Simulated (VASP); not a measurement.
Nd2Y2Cl, 5 atoms in the cell. Symmetry: P-3m1, No. 164, trigonal system. Conventional cell: a = 3.840 Å, b = 3.840 Å, c = 9.651 Å, α = 90.00°, β = 90.00°, γ = 120.00°. Nd (site symmetry 3m) has 3 Cl at 2.62 Å and 3 Y at 2.87 Å and 3 Nd at 3.57 Å within 3.6 Å. Y (site symmetry 3m) has 3 Nd at 2.87 Å and 9 Y at 3.84 to 3.89 Å and 3 Cl at 3.91 Å within 4.0 Å. Within 3.5 Å of Cl (site symmetry -3m) lie 6 Nd at 2.62 Å. The cell was generated, and may not be a known phase.

- Program: VASP 6.6.1
- Task: relaxation of cell and atoms
- Functional: PBE
- Potentials or basis: VASP PAW PBE potentials, release 64 (Nd_3, Y_sv, Cl), 4f in core
- Cutoff: 500 eV
- k mesh: 5 × 5 × 2
- Occupations: gaussian, width 0.2 eV
- Spin: no spin polarisation
- Dipole correction: no
- Further INCAR settings: ALGO = Normal; EDIFF = 1e-07; IBRION = 2; EDIFFG = -0.08; NSW = 36; ISIF = 3

Potentials or basis: VASP PAW PBE potentials, release 64 (Nd_3, Y_sv, Cl), 4f in core.

Command:

```sh
$ cat potpaw_PBE.64/Nd_3/POTCAR potpaw_PBE.64/Y_sv/POTCAR potpaw_PBE.64/Cl/POTCAR > POTCAR
$ mpirun -np 1 vasp_std > vasp.out
```

Hardware: 1 thread of Intel(R) Xeon(R) 6975P-C (Granite Rapids), on a shared host.

Question: How long does it take, and how much memory?

Answer: It took 16 min on 1 thread of Intel(R) Xeon(R) 6975P-C (Granite Rapids), on a shared host, peak memory 0.25 GiB. Counts: scf iterations 239, k points 10, ion steps 18.
